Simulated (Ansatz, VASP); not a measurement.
## Two plane-wave programs on Ge

```
Ge
1.0
    -2.57843    2.59176    1.40683
     2.59176   -2.57843    1.40683
     2.62992    2.62992   -1.38227
Ge
2
Direct
  0.25824 0.74176 0.50000
  0.49176 0.50824 0.00000
```

Alike in both runs: task single point; functional PBE; k mesh 14 × 14 × 10; occupations gaussian, width 0.1 eV; no spin polarisation.

|  | VASP | Ansatz |
| --- | --- | --- |
| version | VASP 6.6.1 | Ansatz 0.2.0 |
| potentials or method | VASP PAW PBE potentials, release 64 (Ge_d), cutoff 520 eV | scalar-relativistic, plane waves, PAW |
| valence electrons in the cell | 28 | 28 |

|  | VASP | Ansatz | Ansatz less VASP |
| --- | --- | --- | --- |
| gap on the k mesh at the Fermi level (eV) | none | none | - |
| pressure (GPa) | 0.8 | 0.9 | +0.09 |
| traceless stress, the component that is largest in VASP (GPa) | -0.90 | -0.90 | +0.002 |
| rms of the force components (eV/Å) | 0.248 | 0.248 | -0.0006 |

Atom by atom the forces differ by 0.001 eV/Å (rms over components). A gap of «none» marks a metal or a gap that the smearing closes. With one functional, cell and mesh, what is left measures potentials, basis and numerics.
